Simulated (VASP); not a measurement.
Input of a VASP 6.6.1 run:

The input INCAR:

```
ALGO = Normal ; EDIFF = 1E-8
ENCUT = 520 ; GGA_COMPAT = False
ISIF = 2 ; ISMEAR = 0
LASPH = True ; LCHARG = False
LEPSILON = True ; LREAL = False
LWAVE = False ; NELM = 120
PREC = Accurate ; SIGMA = 0.01
```

Contents of KPOINTS:

```
k-points
0
Gamma
  6 6 4
```

File POSCAR:

```
GaN
1.0
    3.1800000000      0.0000000000      0.0000000000
   -1.5900000000      2.7539607800      0.0000000000
    0.0000000000      0.0000000000      5.1660000000
Ga N
2 2
Direct
    0.3333333300      0.6666666700      0.0000000000
    0.6666666700      0.3333333300      0.5000000000
    0.3333333300      0.6666666700      0.3750000000
    0.6666666700      0.3333333300      0.8750000000
```

Potentials or basis: VASP PAW LDA potentials, release 64 (Ga_d, N).

Launch:

```bash
$ cat potpaw_LDA.64/Ga_d/POTCAR potpaw_LDA.64/N/POTCAR > POTCAR
$ mpirun -np 1 vasp_std > vasp.out
```

Problem. What does it give for the electronic dielectric tensor (diagonal)?

Solution. 6.15, 6.15, 6.07.

Problem. What does it give for the Born charges (mean of the diagonal)?

Solution. Ga +2.65; N -2.65 e.

Problem. What does it give for the band gap on the k mesh?

Solution. 1.99 eV, direct.

Electronic dielectric tensor:
```
6.15 0.00 0.00
0.00 6.15 0.00
0.00 0.00 6.07
```
